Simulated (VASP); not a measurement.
Input of a VASP 6.6.1 run:

Contents of INCAR:

```
  PREC = Accurate
  ENCUT = 520
  EDIFF = 1E-6
  ISMEAR = 0
  SIGMA = 0.05
  LREAL = F
  LASPH = T
  NELM = 100
  ALGO = Normal
  ISIF = 2
  LWAVE = F
  LCHARG = F
  GGA = PS
  NBANDS = 15
```

File KPOINTS:

```
regular mesh
0
Gamma
  10 10 10
```

Contents of POSCAR:

```
AsAu
1.0
    0.0000000000      2.5788220490      2.5788220490
    2.5788220490      0.0000000000      2.5788220490
    2.5788220490      2.5788220490      0.0000000000
Au As
1 1
Direct
    0.0000000000      0.0000000000      0.0000000000
    0.2500000000      0.2500000000      0.2500000000
```

Potentials or basis: VASP PAW PBE potentials, release 64 (Au, As).

Run with:

```console
$ cat potpaw_PBE.64/Au/POTCAR potpaw_PBE.64/As/POTCAR > POTCAR
$ mpirun -np 1 vasp_std > vasp.out
```

**Question.** Predict the pressure.

**Answer.** 62.8 GPa.

**Question.** What does it give for the band gap on the k mesh?

**Answer.** Zero (band 8 reaches 13.17 eV, above the bottom of band 9 at 6.79 eV).

Caveat: the PAW data sets were made with another functional, which shifts forces and pressure a little; spin-orbit coupling is left out, which moves the levels of the heavy elements.
